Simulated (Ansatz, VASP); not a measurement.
# BeSe2 in VASP and in Ansatz

```xyz
6
Lattice="-2.0943 4.5074 3.1123 2.0943 -4.5074 3.1123 2.0943 4.5074 -3.1123" Properties=species:S:1:pos:R:3 pbc="T T T"
Be    0.0000    0.0000    1.5562
Be    0.0000    0.0000    4.6685
Se    1.3307    0.9925    0.0000
Se    0.7636    5.4999    0.0000
Se    1.3307   -0.9925    3.1123
Se    0.7636    3.5149    3.1123
```

Alike in both runs: functional PBE; k mesh 4 × 4 × 4; occupations gaussian, width 0.2 eV; no spin polarisation.

Ansatz relaxed the structure, and its values are those at the end. VASP's run is a single point on that final structure, the one shown.

|  | VASP | Ansatz |
| --- | --- | --- |
| version | VASP 6.6.1 | Ansatz 0.2.0 |
| potentials or method | VASP PAW PBE potentials, release 64 (Be, Se), cutoff 520 eV | scalar-relativistic, plane waves, PAW |
| valence electrons in the cell | 28 | 68 |

```tsv
	VASP	Ansatz	Ansatz less VASP
gap on the k mesh at the Fermi level (eV)	0.67	0.68	+0.003
least direct gap on the mesh (eV)	1.27	1.27	+0.002
pressure (GPa)	0.3	0.2	-0.13
rms of the force components (eV/Å)	0.019	0.015	-0.0039
```

The functional is the same, so the differences come from potentials, cutoffs and numerics. VASP's potentials hold 28 valence electrons a cell and Ansatz's 68, so a difference there can come from the potentials and not from the codes.

The k mesh is coarse, so the values compare programs but aren't converged.
